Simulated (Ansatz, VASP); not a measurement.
**I: VASP beside Ansatz**

```
I
1.0
     3.63503   -2.39502    0.00000
     3.63503    2.39502    0.00000
     0.00000    0.00000    9.79344
I
4
Direct
  0.64930 0.35070 0.38440
  0.14930 0.85070 0.11560
  0.35070 0.64930 0.61560
  0.85070 0.14930 0.88440
```

Alike in both runs: functional PBE0; k mesh 4 × 4 × 2; occupations fermi-dirac, width 0.05 eV; no spin polarisation.

```csv
,VASP,Ansatz
version,VASP 6.6.1,Ansatz 0.2.0
potentials or method,"VASP PAW PBE potentials, release 64 (I)",Ansatz PAW
plane-wave cutoff (eV),520,420
valence electrons in the cell,28,68
task,single point,band structure
```

VASP gave:

* gap on the k mesh at the Fermi level (eV): 2.86
* least direct gap on the mesh (eV): 3.08
* pressure (GPa): 0.7
* traceless stress, the component that is largest in VASP (GPa): 0.16
* rms of the force components (eV/Å): 0.125

Problem. Estimate Ansatz's values.

Solution. gap on the k mesh at the Fermi level (eV): 2.84; least direct gap on the mesh (eV): 3.07; pressure (GPa): 0.9; traceless stress, the component that is largest in VASP (GPa): 0.03; rms of the force components (eV/Å): 0.146.

Atom by atom the forces differ by 0.022 eV/Å (rms over components). VASP's potentials hold 28 valence electrons a cell and Ansatz's 68, so a difference there can come from the potentials and not from the codes.

Spin-orbit coupling is off throughout.
